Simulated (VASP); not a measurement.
# Si (R32) in VASP: a series of runs, part 2 of 2

VASP 6.6.1.

## 4. Relaxation of cell and atoms, PBE

The input, INCAR:

```
SYSTEM = Si
  PREC = Accurate
  ENCUT = 600
  EDIFF = 1E-6
  ISMEAR = 0
  SIGMA = 0.1
  LREAL = .FALSE.
  LASPH = .TRUE.
  NELM = 60
  ALGO = Normal
  ISIF = 3
  LWAVE = .FALSE.
  LCHARG = .FALSE.
  GGA = PE
  IBRION = 2
  NSW = 90
  EDIFFG = -0.04
```

The input, KPOINTS:

```
Automatic mesh
0
G
  6 6 6
  0 0 0
```

The input, POSCAR:

```
Si
1.0
    2.9186495000      1.6850830700      1.9209237000
   -2.9186495000      1.6850830700      1.9209237000
    0.0000000000     -3.3701661500      1.9209237000
Si
3
Direct
    0.7156709300      0.2843290700      0.5000000000
    0.5000000000      0.7156709300      0.2843290700
    0.2843290700      0.5000000000      0.7156709300
```

Potentials or basis: VASP PAW PBE potentials, release 64 (Si).

Run with:

```sh
$ cat potpaw_PBE.64/Si/POTCAR > POTCAR
$ mpirun -np 1 vasp_std > vasp.out
```

OUTCAR:

```text
SYSTEM = Si
   PREC = Accurate
   ENCUT = 600
   EDIFF = 1E-6
   ISMEAR = 0
   LREAL = .FALSE.
   LASPH = .TRUE.
   NELM = 60
   ISIF = 3
   GGA = PE
   IBRION = 2
   NSW = 90
   EDIFFG = -0.04

 ion  position               nearest neighbor table
   1  0.716  0.284  0.500-   2 2.18   3 2.18   3 2.26   2 2.26
   2  0.500  0.716  0.284-   3 2.18   1 2.18   1 2.26   3 2.26
   3  0.284  0.500  0.716-   2 2.18   1 2.18   1 2.26   2 2.26

  LATTYP: Found a trigonal (rhomboedric) cell.
 ALAT       =     3.8791710119
 COS(alpha) =    -0.1321814412

  Lattice vectors:

 A1 = (   2.9186495000,   1.6850830700,   1.9209237000)
 A2 = (  -2.9186495000,   1.6850830700,   1.9209237000)
 A3 = (   0.0000000000,  -3.3701661500,   1.9209237000)

Analysis of symmetry for initial positions (statically):
[... 224 lines left out ...]
      1      -7.3256      2.00000
      2      -1.6045      2.00000
      3      -1.6045      2.00000
      4       1.2761      2.00000
      5       2.3892      2.00000
      6       2.3892      2.00000
      7       3.9747      0.14940
      8       5.5929      0.00000
      9       5.5929      0.00000
     10       8.4104      0.00000
[... 557 lines left out ...]
--------------------------------------- Ionic step        9  -------------------------------------------

 number of electron      12.0000000 magnetization

 Free energy of the ion-electron system (eV)
  ---------------------------------------------------
  ext. energy  EPLUGINS =         0.00000000
  ---------------------------------------------------
  free energy    TOTEN  =       -14.83167089 eV

  energy without entropy =      -14.82987463  energy(sigma->0) =      -14.83077276

 E-fermi :   5.0438     XC(G=0):  -8.9761

 val. band max:        4.9561401470   @ k =   0.3333   0.3333   0.1667
 cond. band min:       5.1252945734   @ k =   0.5000   0.3333   0.3333
 fundamental gap:      0.1691544264
 Fermi energy:         5.0438324740

 k-point     1 :       0.0000    0.0000    0.0000
  band No.  band energies     occupation
      1      -7.0719      2.00000
      2       0.1463      2.00000
      3       0.1463      2.00000
      4       1.6313      2.00000
      5       3.1076      2.00000
      6       3.1076      2.00000
      7       4.5630      2.00000
      8       8.3321      0.00000
      9       8.3321      0.00000
     10      10.3368      0.00000
[... 329 lines left out ...]
  FREE ENERGIE OF THE ION-ELECTRON SYSTEM (eV)
  ---------------------------------------------------
  free  energy   TOTEN  =       -14.8316708910 eV

  energy  without entropy=      -14.8298746345  energy(sigma->0) =      -14.83077276

 reached required accuracy - stopping structural energy minimisation
```

OSZICAR:

```text
N       E                     dE             d eps       ncg     rms          rms(c)
DAV:   1     0.298681991931E+02    0.29868E+02   -0.54621E+03   640   0.111E+03
DAV:   2    -0.130987711523E+02   -0.42967E+02   -0.41550E+02   810   0.144E+02
DAV:   3    -0.148600640146E+02   -0.17613E+01   -0.17435E+01   892   0.288E+01
DAV:   4    -0.148785085143E+02   -0.18444E-01   -0.18430E-01   916   0.330E+00
[... 70 lines left out ...]
       N       E                     dE             d eps       ncg     rms          rms(c)
DAV:   1    -0.148317495531E+02   -0.25863E-03   -0.42562E-03   696   0.394E-01    0.521E-02
DAV:   2    -0.148317029002E+02    0.46653E-04   -0.17839E-04   786   0.102E-01    0.311E-02
DAV:   3    -0.148316714127E+02    0.31488E-04   -0.72275E-05   724   0.498E-02    0.461E-03
DAV:   4    -0.148316708910E+02    0.52161E-06   -0.37403E-06   748   0.153E-02
   9 F= -.14831671E+02 E0= -.14830773E+02  d E =-.110616E-02
```

Run time: 77 s. Hardware: 1 thread of Intel Xeon Platinum 8259CL at 2.50GHz (Skylake/Cascade Lake), shared host; peak memory 0.17 GiB.

Results:

| Item | Value |
| --- | --- |
| Free energy | -14.8317 eV |
| Relaxed volume | 22.21 Å³/atom |
| Relaxed cell | a = 4.089 Å, b = 4.089 Å, c = 4.089 Å, α = 97.14°, β = 97.14°, γ = 97.14° |
| Space group after relaxing (to 0.1 Å) | R32 (No. 155) |
| Energy gained by relaxing | 227.1 meV/atom |
| Ionic steps | 9 |
| Pressure after relaxing | 0.0 GPa |
| Largest force after relaxing | 0.038 eV/Å |
| Band gap on the k mesh | zero (bands 6 and 7 overlap by 1.23 eV) |

Forces on the atoms (eV/Å):
```
Si   0.038  0.000  0.000
Si  -0.019  0.033  0.000
Si  -0.019 -0.033  0.000
```

The path:
| step | energy change (eV) | largest force (eV/Å) | pressure (GPa) | volume (Å³) |
| --- | --- | --- | --- | --- |
| 1 | 0.0000 | 2.6853 | 19.63 | 56.68 |
| 2 | 0.0347 | 1.8633 | -7.15 | 77.84 |
| 3 | -0.6247 | 0.7253 | 1.59 | 65.20 |
| 4 | -0.6264 | 0.6528 | 2.04 | 64.84 |
| 5 | -0.6267 | 0.6116 | 2.31 | 64.65 |
| 6 | -0.6681 | 0.1795 | -1.59 | 68.28 |
| 7 | -0.6803 | 0.0692 | -0.51 | 67.06 |
| 8 | -0.6812 | 0.0820 | 0.16 | 66.46 |
| 9 | -0.6814 | 0.0379 | -0.03 | 66.63 |

Final structure:
```
CELL_PARAMETERS angstrom
3.06580 1.77004 2.04652
-3.06580 1.77004 2.04652
0.00000 -3.54008 2.04652
ATOMIC_POSITIONS crystal
Si 0.72356 0.27644 0.50000
Si 0.50000 0.72356 0.27644
Si 0.27644 0.50000 0.72356
```

Levels at points of the mesh, in eV from the Fermi level:
```csv
k point,band 3,band 4,band 5,band 6,band 7,band 8,band 9,band 10
"(0.00, 0.00, 0.00)",-4.90,-3.41,-1.94,-1.94,-0.48,3.29,3.29,5.29
"(0.50, 0.00, 0.00)",-3.87,-2.90,-1.54,-1.07,0.18,1.65,3.05,3.07
"(0.50, 0.50, 0.00)",-6.51,-3.75,-2.45,-0.87,1.36,2.62,3.46,3.89
"(0.50, 0.50, 0.50)",-7.86,-4.40,-3.01,-3.01,-0.21,0.69,7.87,7.87
```

Caveat: the volume moved by over 15 % at a fixed basis, so the end points are rough.

## 5. Single point, PBE

This run uses another cell than the first one, of 22.26 Å³/atom.

The input, INCAR:

```
SYSTEM = Si
ALGO = Normal
EDIFF = 1E-7
ENCUT = 520
GGA = PE
ISIF = 2
ISMEAR = 0
LASPH = .TRUE.
LCHARG = .FALSE.
LREAL = .FALSE.
LWAVE = .FALSE.
NBANDS = 13
NELM = 60
PREC = Accurate
SIGMA = 0.1
```

The input, KPOINTS:

```
k-points
0
G
  12 12 12
  0 0 0
```

The input, POSCAR:

```
Si
1.0
    3.0654986263      1.7698664571      2.0513794372
   -3.0654986263      1.7698664571      2.0513794372
    0.0000000000     -3.5397329143      2.0513794372
Si
3
Direct
    0.7236725513      0.2763274487      0.5000000000
    0.5000000000      0.7236725513      0.2763274487
    0.2763274487      0.5000000000      0.7236725513
```

Run with:

```sh
$ cat potpaw_PBE.64/Si/POTCAR > POTCAR
$ mpirun -np 1 vasp_std > vasp.out
```

Wall time 2 min (1 thread of Intel Xeon Platinum 8259CL at 2.50GHz (Skylake/Cascade Lake), shared host); peak memory 0.24 GiB.

Results (log left out):

| Property | Result |
| --- | --- |
| Free energy | -14.8152 eV |
| Pressure | -0.1 GPa |
| Largest force | 0.004 eV/Å |
| Band gap on the k mesh | zero (bands 6 and 7 overlap by 1.25 eV) |

Forces in eV/Å, atoms in the order of the input:
```
Si   0.004  0.000  0.000
Si  -0.002  0.003  0.000
Si  -0.002 -0.003  0.000
```

Stress tensor (GPa, compression positive):
```
-0.03  0.00  0.00
 0.00 -0.03  0.00
 0.00  0.00 -0.14
```

Levels at points of the mesh, in eV from the Fermi level:
```
           k point  band 2  band 3  band 4  band 5  band 6  band 7  band 8  band 9  band 10  band 11
(0.00, 0.00, 0.00)   -4.86   -4.86   -3.37   -1.90   -1.90   -0.44    3.33    3.33     5.33     5.40
(0.50, 0.00, 0.00)   -8.53   -3.82   -2.86   -1.51   -1.04    0.22    1.66    3.07     3.10     5.78
(0.50, 0.50, 0.00)   -8.41   -6.47   -3.72   -2.40   -0.83    1.39    2.65    3.48     3.92     6.01
(0.50, 0.50, 0.50)   -7.81   -7.81   -4.36   -2.96   -2.96   -0.20    0.72    7.91     7.91     7.96
```

## 6. Relaxation of cell and atoms, PBE

This run uses another cell than the first one, of 22.12 Å³/atom.

The input, INCAR:

```
SYSTEM = Si
PREC = Accurate
ENCUT = 600
EDIFF = 1E-7
ISMEAR = 0
SIGMA = 0.1
LREAL = .False.
LASPH = .True.
NELM = 80
ALGO = Normal
ISIF = 3
LWAVE = .False.
LCHARG = .False.
GGA = PE
IBRION = 2
NSW = 100
EDIFFG = -0.01
```

The input, KPOINTS:

```
Automatic mesh
0
Gamma
  12 12 12
  0 0 0
```

The input, POSCAR:

```
Si
1.0
    3.0519266350      1.7620306642      2.0570815439
   -3.0519266350      1.7620306642      2.0570815439
    0.0000000000     -3.5240613285      2.0570815439
Si
3
Direct
    0.7249865256      0.2750134744      0.5000000000
    0.5000000000      0.7249865256      0.2750134744
    0.2750134744      0.5000000000      0.7249865256
```

Potentials or basis: VASP PAW PBE potentials, release 64 (Si).

Run with:

```sh
$ cat potpaw_PBE.64/Si/POTCAR > POTCAR
$ mpirun -np 1 vasp_std > vasp.out
```

Wall time 8 min (1 thread of Intel Xeon Platinum 8259CL at 2.50GHz (Skylake/Cascade Lake), shared host); peak memory 0.28 GiB.

The run converged. Its results:

| Item | Value |
| --- | --- |
| Free energy | -14.8155 eV |
| Relaxed volume | 22.26 Å³/atom |
| Relaxed cell | a = 4.092 Å, b = 4.092 Å, c = 4.092 Å, α = 97.14°, β = 97.14°, γ = 97.14° |
| Space group after relaxing (to 0.1 Å) | R32 (No. 155) |
| Energy gained by relaxing | 0.2 meV/atom |
| Ionic steps | 9 |
| Pressure after relaxing | 0.0 GPa |
| Band gap on the k mesh | zero (bands 6 and 7 overlap by 1.24 eV) |

Forces in eV/Å, atoms in the order of the input:
```
Si   0.002  0.000  0.000
Si  -0.001  0.002  0.000
Si  -0.001 -0.002  0.000
```

Step by step:
```
step  energy change (eV)  largest force (eV/Å)  pressure (GPa)  volume (Å³)
   1              0.0000                0.0623            0.02        66.37
   2             -0.0001                0.0306            0.08        66.40
   3             -0.0002                0.0072            0.05        66.39
   4             -0.0003                0.0078            0.01        66.45
   5             -0.0004                0.0097           -0.10        66.66
   6             -0.0004                0.0106           -0.15        66.75
   7             -0.0004                0.0094           -0.13        66.75
   8             -0.0005                0.0055           -0.08        66.76
   9             -0.0006                0.0024            0.01        66.78
```

Final structure:
```
CELL_PARAMETERS angstrom
3.06806 1.77135 2.04786
-3.06806 1.77135 2.04786
0.00000 -3.54269 2.04786
ATOMIC_POSITIONS crystal
Si 0.72345 0.27655 0.50000
Si 0.50000 0.72345 0.27655
Si 0.27655 0.50000 0.72345
```

Levels at points of the mesh, in eV from the Fermi level:
```
           k point  band 3  band 4  band 5  band 6  band 7  band 8  band 9  band 10
(0.00, 0.00, 0.00)   -4.87   -3.38   -1.91   -1.91   -0.45    3.31    3.31     5.31
(0.50, 0.00, 0.00)   -3.84   -2.87   -1.51   -1.04    0.21    1.67    3.08     3.10
(0.50, 0.50, 0.00)   -6.47   -3.72   -2.42   -0.84    1.38    2.65    3.48     3.91
(0.50, 0.50, 0.50)   -7.83   -4.36   -2.97   -2.97   -0.18    0.72    7.89     7.89
```

## 7. Overview

| task | cell | k mesh | cutoff (eV) | gap on the mesh (eV) | pressure (GPa) | relaxed volume (Å³/atom) | largest force (eV/Å) |
| --- | --- | --- | --- | --- | --- | --- | --- |
| single point | a = 3.879 Å, angles 97.6°, 3 atoms, atomic positions A | 6 × 6 × 6 | 520 | none | 19.6 | - | 2.69 |
| single point | a = 4.081 Å, angles 96.8°, 3 atoms, atomic positions B | 6 × 6 × 6 | 520 | none | -0.1 | - | 0.04 |
| relaxation of cell and atoms | relaxed from a = 3.879 Å, angles 97.6°, 3 atoms, atomic positions A | 6 × 6 × 6 | 600 | none | 0.0 | 22.21 | 0.04 |
| single point | a = 4.091 Å, angles 97.1°, 3 atoms, atomic positions B | 12 × 12 × 12 | 520 | none | -0.1 | - | - |
| relaxation of cell and atoms | relaxed from a = 4.081 Å, angles 96.8°, 3 atoms, atomic positions B | 12 × 12 × 12 | 600 | none | 0.0 | 22.26 | - |

Alike in all rows: level PBE; potentials or basis VASP PAW PBE potentials, release 64 (Si); no spin polarisation; smearing gaussian 0.1 eV.

Caveats: the cell stands under pressure (at least some runs); forces of over 1 eV/Å act on the atoms, so gaps and moduli don't describe the material at rest (at least some runs); the volume moved by over 15 % at a fixed basis, so the end points are rough (at least some runs).

Total energies depend on the potentials used, so only differences within one code and one set of settings carry meaning.
